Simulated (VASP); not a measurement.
# Be3CdSe (Pm-3m) in VASP: a series of runs

Runs on Be3CdSe. Level: PBE. Tasks: single point, relaxation of cell and atoms.

All numbers are computed with VASP 6.6.1; they aren't measurements. Logs are shortened: lines on timing, memory, paths and dates and some standing lists are left out, and cuts for length are marked.

### Step 1. The cell of the first run

Symmetry: Pm-3m, No. 221, cubic system. Conventional cell: a = 3.913 Å, b = 3.913 Å, c = 3.913 Å, α = 90.00°, β = 90.00°, γ = 90.00°. Be (site symmetry 4/mmm) has 2 Se at 1.96 Å within 2.6 Å. Within 3.6 Å of Cd (site symmetry m-3m) lie 12 Be at 2.77 Å and 8 Se at 3.39 Å. Within 2.6 Å of Se (site symmetry m-3m) lie 6 Be at 1.96 Å.

### Step 2. Single point, PBE

Input file INCAR:

```
SYSTEM = Be3CdSe
  PREC = Accurate
  ENCUT = 520
  EDIFF = 1E-7
  ISMEAR = 0
  SIGMA = 0.1
  LREAL = .FALSE.
  LASPH = .TRUE.
  NELM = 60
  ALGO = Normal
  ISIF = 2
  LWAVE = .FALSE.
  LCHARG = .FALSE.
  GGA = PE
  NBANDS = 20
```

Input file KPOINTS:

```
Automatic mesh
0
G
  4 4 4
  0 0 0
```

Input file POSCAR:

```
Be3CdSe
1.0
    3.9126021000      0.0000000000      0.0000000000
    0.0000000000      3.9126021000      0.0000000000
    0.0000000000      0.0000000000      3.9126021000
Be Cd Se
3 1 1
Direct
    0.0000000000      0.5000000000      0.5000000000
    0.5000000000      0.0000000000      0.5000000000
    0.5000000000      0.5000000000      0.0000000000
    0.0000000000      0.0000000000      0.0000000000
    0.5000000000      0.5000000000      0.5000000000
```

Potentials or basis: VASP PAW PBE potentials, release 64 (Be, Cd, Se).

The run is started by

```console
cat potpaw_PBE.64/Be/POTCAR potpaw_PBE.64/Cd/POTCAR potpaw_PBE.64/Se/POTCAR > POTCAR
mpirun -np 1 vasp_std > vasp.out
```

OUTCAR:

```text
SYSTEM = Be3CdSe
   PREC = Accurate
   ENCUT = 520
   EDIFF = 1E-7
   ISMEAR = 0
   LREAL = .FALSE.
   LASPH = .TRUE.
   NELM = 60
   ISIF = 2
   GGA = PE

 ion  position               nearest neighbor table
   1  0.000  0.500  0.500-   5 1.96   5 1.96   4 2.77   4 2.77   4 2.77   4 2.77
   2  0.500  0.000  0.500-   5 1.96   5 1.96   4 2.77   4 2.77   4 2.77   4 2.77
   3  0.500  0.500  0.000-   5 1.96   5 1.96   4 2.77   4 2.77   4 2.77   4 2.77
   4  0.000  0.000  0.000-   1 2.77   2 2.77   3 2.77   1 2.77   2 2.77   1 2.77   3 2.77   1 2.77
                             2 2.77   3 2.77   2 2.77   3 2.77
   5  0.500  0.500  0.500-   1 1.96   2 1.96   3 1.96   3 1.96   2 1.96   1 1.96

  LATTYP: Found a simple cubic cell.
 ALAT       =     3.9126021000

  Lattice vectors:

 A1 = (   3.9126021000,   0.0000000000,   0.0000000000)
 A2 = (   0.0000000000,   3.9126021000,   0.0000000000)
 A3 = (   0.0000000000,   0.0000000000,   3.9126021000)

Analysis of symmetry for initial positions (statically):
=====================================================================
 Subroutine PRICEL returns:
 Original cell was already a primitive cell.

 Routine SETGRP: Setting up the symmetry group for a
 simple cubic supercell.

 Subroutine GETGRP returns: Found 48 space group operations
 (whereof 48 operations were pure point group operations)
 out of a pool of 48 trial point group operations.

The static configuration has the point symmetry O_h .

Analysis of symmetry for dynamics (positions and initial velocities):
=====================================================================
 Subroutine PRICEL returns:
 Original cell was already a primitive cell.

 Routine SETGRP: Setting up the symmetry group for a
 simple cubic supercell.

 Subroutine GETGRP returns: Found 48 space group operations
 (whereof 48 operations were pure point group operations)
 out of a pool of 48 trial point group operations.

The dynamic configuration has the point symmetry O_h .

 Subroutine INISYM returns: Found 48 space group operations
 (whereof 48 operations are pure point group operations),
 and found     1 'primitive' translations

----------------------------------------------------------------------------------------

                                     Primitive cell

  volume of cell :      59.8959

  direct lattice vectors                    reciprocal lattice vectors
     3.912602100  0.000000000  0.000000000     0.255584385  0.000000000  0.000000000
     0.000000000  3.912602100  0.000000000     0.000000000  0.255584385  0.000000000
     0.000000000  0.000000000  3.912602100     0.000000000  0.000000000  0.255584385

  length of vectors
     3.912602100  3.912602100  3.912602100     0.255584385  0.255584385  0.255584385

  position of ions in fractional coordinates (direct lattice)
     0.000000000  0.500000000  0.500000000
     0.500000000  0.000000000  0.500000000
     0.500000000  0.500000000  0.000000000
     0.000000000  0.000000000  0.000000000
     0.500000000  0.500000000  0.500000000

  ion indices of the primitive-cell ions
   primitive index   ion index
                 1           1
                 2           2
                 3           3
                 4           4
                 5           5

----------------------------------------------------------------------------------------

 KPOINTS: Automatic mesh

Automatic generation of k-mesh.
 Grid dimensions read from file:
 generate k-points for:    4    4    4

 Generating k-lattice:

  Cartesian coordinates                     Fractional coordinates (reciprocal lattice)
     0.063896096  0.000000000  0.000000000     0.250000000  0.000000000  0.000000000
     0.000000000  0.063896096  0.000000000     0.000000000  0.250000000  0.000000000
     0.000000000  0.000000000  0.063896096     0.000000000  0.000000000  0.250000000

  Length of vectors
     0.063896096  0.063896096  0.063896096

  Shift w.r.t. Gamma in fractional coordinates (k-lattice)
     0.000000000  0.000000000  0.000000000

 Subroutine IBZKPT returns following result:
 ===========================================

 Found     10 irreducible k-points:

 Following reciprocal coordinates:
            Coordinates               Weight
  0.000000  0.000000  0.000000      1.000000
  0.250000  0.000000  0.000000      6.000000
  0.500000  0.000000  0.000000      3.000000
  0.250000  0.250000  0.000000     12.000000
  0.500000  0.250000  0.000000     12.000000
  0.500000  0.500000  0.000000      3.000000
  0.250000  0.250000  0.250000      8.000000
  0.500000  0.250000  0.250000     12.000000
  0.500000  0.500000  0.250000      6.000000
  0.500000  0.500000  0.500000      1.000000
   k-points           NKPTS =     10   k-points in BZ     NKDIM =     10   number of bands    NBANDS=     20
   number of dos      NEDOS =    301   number of ions     NIONS =      5
   total plane-waves  NPLWV =  27000
   dimension x,y,z NGX =    30 NGY =   30 NGZ =   30
   dimension x,y,z NGXF=    60 NGYF=   60 NGZF=   60
   ions per type =               3   1   1
   NGX,Y,Z   is equivalent  to a cutoff of  12.75, 12.75, 12.75 a.u.
   NGXF,Y,Z  is equivalent  to a cutoff of  25.49, 25.49, 25.49 a.u.
 SYSTEM =  Be3CdSe
   PREC   = accura    normal or accurate (medium, high low for compatibility)
   ISTART =      0    job   : 0-new  1-cont  2-samecut
   ICHARG =      2    charge: 1-file 2-atom 10-const
   ISPIN  =      1    spin polarized calculation?
   LNONCOLLINEAR =      F non collinear calculations
   LSORBIT =      F    spin-orbit coupling
   LASPH  =      T    aspherical Exc in radial PAW
   ENCUT  =  520.0 eV  38.22 Ry    6.18 a.u.   7.27  7.27  7.27*2*pi/ulx,y,z
   NELM   =     60;   NELMIN=  2; NELMDL= -5     # of ELM steps
   EDIFF  = 0.1E-06   stopping-criterion for ELM
   LREAL  =      F    real-space projection
   EDIFFG = 0.1E-05   stopping-criterion for IOM
   NSW    =      0    number of steps for IOM
   IBRION =     -1    ionic relax: 0-MD 1-quasi-New 2-CG
   NFREE  =      0    steps in history (QN), initial steepest desc. (CG)
   ISIF   =      2    stress and relaxation
   ISYM   =      2    0-nonsym 1-usesym 2-fastsym
   POTIM  = 0.5000    time-step for ionic-motion
   TEBEG  =    0.0;   TEEND  =   0.0 temperature during run
   PSTRESS=    0.0 pullay stress
   NELECT =      24.0000    total number of electrons
   NUPDOWN=      -1.0000    fix difference up-down
   EMIN   =  10.00;   EMAX   =-10.00  energy-range for DOS
   EFERMI =   0.00;   METHOD = LEGACY
   ISMEAR =     0;   SIGMA  =   0.10  broadening in eV -4-tet -1-fermi 0-gaus
   EFERMI_NEDOS =   21; number of points for ismear=-14 and -15
   IALGO  =     38    algorithm
   IMIX   =      4    mixing-type and parameters
     AMIX     =   0.40;   BMIX     =  1.00
     AMIX_MAG =   1.60;   BMIX_MAG =  1.00
  volume/ion in A,a.u.               =      11.98        80.84
  Fermi-wavevector in a.u.,A,eV,Ry     =   1.206923  2.280754 19.819105  1.456663
  Thomas-Fermi vector in A             =   2.342576
   LORBIT       =      0    0 simple, 1 ext, 2 COOP (PROOUT), +10 PAW based schemes
   GGA     = PE    functional components
   LHFCALC =     F    Hartree Fock is set to
   AEXX    =    0.0000 exact exchange contribution
   IVDW    =     0    specifies the selected vdW correction
   LEPSILON=     F    determine dielectric tensor
   LRPA    =     F    only Hartree local field effects (RPA)
 non-spin polarized calculation
 Gauss-broadening in eV      SIGMA  =   0.10
  energy-cutoff  :      520.00
  volume of cell :       59.90
 maximum number of plane-waves:      1640
 NGX is ok and might be reduce to    30
   NGX = 15   NGY = 15   NGZ = 15

 number of electron      24.0000012 magnetization

 Free energy of the ion-electron system (eV)
  ---------------------------------------------------
  ext. energy  EPLUGINS =         0.00000000
  ---------------------------------------------------
  free energy    TOTEN  =        -8.54701471 eV

  energy without entropy =       -8.52815192  energy(sigma->0) =       -8.53758332

 E-fermi :   7.2487     XC(G=0): -11.0905

 val. band max:        7.2201621843   @ k =   0.2500   0.0000   0.0000
 cond. band min:       7.2709865978   @ k =   0.5000   0.2500   0.0000
 fundamental gap:      0.0508244135
 Fermi energy:         7.2487174622

 k-point     1 :       0.0000    0.0000    0.0000
  band No.  band energies     occupation
      1     -10.7127      2.00000
      2      -2.3128      2.00000
      3      -2.3128      2.00000
      4      -2.0428      2.00000
      5      -2.0428      2.00000
      6      -2.0428      2.00000
[... 12 lines left out ...]
     19      13.9308      0.00000
     20      13.9308      0.00000

 k-point     2 :       0.2500    0.0000    0.0000
  band No.  band energies     occupation
      1     -10.6122      2.00000
      2      -2.8478      2.00000
      3      -2.3520      2.00000
      4      -2.3520      2.00000
      5      -2.3021      2.00000
      6      -2.0345      2.00000
[... 12 lines left out ...]
     19      14.0466      0.00000
     20      16.6392      0.00000

 k-point     3 :       0.5000    0.0000    0.0000
  band No.  band energies     occupation
      1     -10.5040      2.00000
      2      -3.5551      2.00000
      3      -2.5323      2.00000
      4      -2.5323      2.00000
      5      -2.2913      2.00000
      6      -2.0263      2.00000
[... 12 lines left out ...]
     19      14.1786      0.00000
     20      14.3279      0.00000

 k-point     4 :       0.2500    0.2500    0.0000
  band No.  band energies     occupation
      1     -10.5407      2.00000
      2      -2.8869      2.00000
      3      -2.3841      2.00000
      4      -2.3289      2.00000
      5      -2.2300      2.00000
      6      -2.1221      2.00000
[... 12 lines left out ...]
     19      14.6770      0.00000
     20      15.6390      0.00000

 k-point     5 :       0.5000    0.2500    0.0000
  band No.  band energies     occupation
      1     -10.4654      2.00000
      2      -3.0879      2.00000
      3      -2.4873      2.00000
      4      -2.3775      2.00000
      5      -2.2170      2.00000
      6      -2.1169      2.00000
[... 12 lines left out ...]
     19      13.6446      0.00000
     20      13.8391      0.00000

 k-point     6 :       0.5000    0.5000    0.0000
  band No.  band energies     occupation
      1     -10.4256      2.00000
      2      -2.2762      2.00000
      3      -2.2029      2.00000
      4      -2.2029      2.00000
      5      -2.1832      2.00000
      6      -2.1832      2.00000
[... 12 lines left out ...]
     19      13.8771      0.00000
     20      13.8771      0.00000

 k-point     7 :       0.2500    0.2500    0.2500
  band No.  band energies     occupation
      1     -10.4841      2.00000
      2      -2.6053      2.00000
      3      -2.6053      2.00000
      4      -2.4383      2.00000
      5      -2.1282      2.00000
      6      -2.1282      2.00000
[... 12 lines left out ...]
     19      12.3927      0.00000
     20      16.2255      0.00000

 k-point     8 :       0.5000    0.2500    0.2500
  band No.  band energies     occupation
      1     -10.4253      2.00000
      2      -2.8719      2.00000
      3      -2.7537      2.00000
      4      -2.1996      2.00000
      5      -2.1139      2.00000
      6      -2.0871      2.00000
[... 12 lines left out ...]
     19      12.8212      0.00000
     20      14.7124      0.00000

 k-point     9 :       0.5000    0.5000    0.2500
  band No.  band energies     occupation
      1     -10.3838      2.00000
      2      -2.7813      2.00000
      3      -2.7813      2.00000
      4      -2.5938      2.00000
      5      -2.0667      2.00000
      6      -1.8624      2.00000
[... 12 lines left out ...]
     19      14.3867      0.00000
     20      14.5654      0.00000

 k-point    10 :       0.5000    0.5000    0.5000
  band No.  band energies     occupation
      1     -10.3405      2.00000
      2      -2.9684      2.00000
      3      -2.9684      2.00000
      4      -2.9684      2.00000
      5      -1.8551      2.00000
      6      -1.8551      2.00000
[... 12 lines left out ...]
     19      15.1731      0.00000
     20      15.1731      0.00000

------------------------ aborting loop because EDIFF is reached ----------------------------------------

  FORCE on cell =-STRESS in cart. coord.  units (eV):
  Direction    XX          YY          ZZ          XY          YZ          ZX
  --------------------------------------------------------------------------------------
  -------------------------------------------------------------------------------------
  Total       14.7896268     14.7896268     14.7896268     -0.0000000     -0.0000000      0.0000000
  in kB      395.6131759    395.6131759    395.6131759     -0.0000000     -0.0000000      0.0000000
  external PRESSURE =     395.6131759 kB  Pullay stress =       0.0000000 kB

 VOLUME and BASIS-vectors are now :
 -----------------------------------------------------------------------------
  energy-cutoff  :      520.00
  volume of cell :       59.90
      direct lattice vectors                 reciprocal lattice vectors
     3.912602100  0.000000000  0.000000000     0.255584385  0.000000000  0.000000000
     0.000000000  3.912602100  0.000000000     0.000000000  0.255584385  0.000000000
     0.000000000  0.000000000  3.912602100     0.000000000  0.000000000  0.255584385

 POSITION                                       TOTAL-FORCE (eV/Angst)
 -----------------------------------------------------------------------------------
      0.00000      1.95630      1.95630         0.000000      0.000000      0.000000
      1.95630      0.00000      1.95630         0.000000      0.000000      0.000000
      1.95630      1.95630      0.00000         0.000000      0.000000      0.000000
      0.00000      0.00000      0.00000         0.000000      0.000000      0.000000
      1.95630      1.95630      1.95630         0.000000      0.000000      0.000000
 -----------------------------------------------------------------------------------
    total drift:                                0.000000     -0.000000     -0.000000

  FREE ENERGIE OF THE ION-ELECTRON SYSTEM (eV)
  ---------------------------------------------------
  free  energy   TOTEN  =        -8.5470147114 eV

  energy  without entropy=       -8.5281519188  energy(sigma->0) =       -8.53758332
```

Wall time 7 s (1 thread of Intel Xeon 6975P-C (Granite Rapids), shared host); peak memory 0.17 GiB.

Results:

| Item | Value |
| --- | --- |
| Free energy | -8.5470 eV |
| Pressure | 39.6 GPa |
| Band gap on the k mesh | zero (band 12 reaches 7.62 eV, above the bottom of band 13 at 5.05 eV) |

Levels at points of the mesh, in eV from the Fermi level:
| k point | band 8 | band 9 | band 10 | band 11 | band 12 | band 13 | band 14 | band 15 | band 16 | band 17 |
| --- | --- | --- | --- | --- | --- | --- | --- | --- | --- | --- |
| (0.00, 0.00, 0.00) | -8.56 | -8.56 | -6.09 | -0.27 | -0.27 | 1.99 | 1.99 | 1.99 | 3.59 | 3.59 |
| (0.50, 0.00, 0.00) | -7.53 | -7.53 | -3.08 | -1.77 | -0.84 | -0.84 | 0.39 | 1.74 | 4.20 | 4.20 |
| (0.50, 0.50, 0.00) | -9.12 | -7.65 | -6.02 | 0.37 | 0.37 | 0.54 | 1.00 | 1.00 | 3.26 | 4.46 |
| (0.50, 0.50, 0.50) | -7.39 | -7.39 | -4.80 | -4.80 | -4.80 | -2.20 | 3.45 | 3.45 | 7.72 | 7.72 |

Caveat: the k points lie up to 0.40 Å⁻¹ apart.

(Continued in part 2 of 2.)
